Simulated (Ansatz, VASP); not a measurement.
**One calculation of Pt, two programs**

```xyz
2
Lattice="0.0000 -1.9590 -1.9590 0.0000 1.9590 -1.9590 3.9179 0.0000 0.0000" Properties=species:S:1:pos:R:3 pbc="T T T"
Pt    1.9590   -0.0888   -1.9812
Pt    0.0000    0.0888    0.0222
```

Change from the starting cell: mode 4 frozen in at -0.089 Å and mode 5 at -0.022 Å (largest displacements).

Alike in both runs: task single point; functional PBEsol; k mesh 16 × 16 × 12; occupations gaussian, width 0.15 eV; no spin polarisation.

|  | VASP | Ansatz |
| --- | --- | --- |
| version | VASP 6.6.1 | Ansatz 0.2.0 |
| potentials or method | VASP PAW PBE potentials, release 64 (Pt), cutoff 520 eV | scalar-relativistic, plane waves, PAW |
| valence electrons in the cell | 20 | 36 |

```csv
,VASP,Ansatz,Ansatz less VASP
gap on the k mesh at the Fermi level (eV),none,none,-
pressure (GPa),2.1,2.5,+0.39
"traceless stress, the component that is largest in VASP (GPa)",-2.33,-2.36,-0.023
rms of the force components (eV/Å),0.621,0.625,+0.0040
```

VASP's potentials were made for PBE, not for PBEsol, and Ansatz warns of the same on its side. Atom by atom the forces differ by 0.004 eV/Å (rms over components). A gap of «none» marks a metal or a gap that the smearing closes. VASP's potentials hold 20 valence electrons a cell and Ansatz's 36, so a difference there can come from the potentials and not from the codes.

Spin-orbit coupling is off throughout.
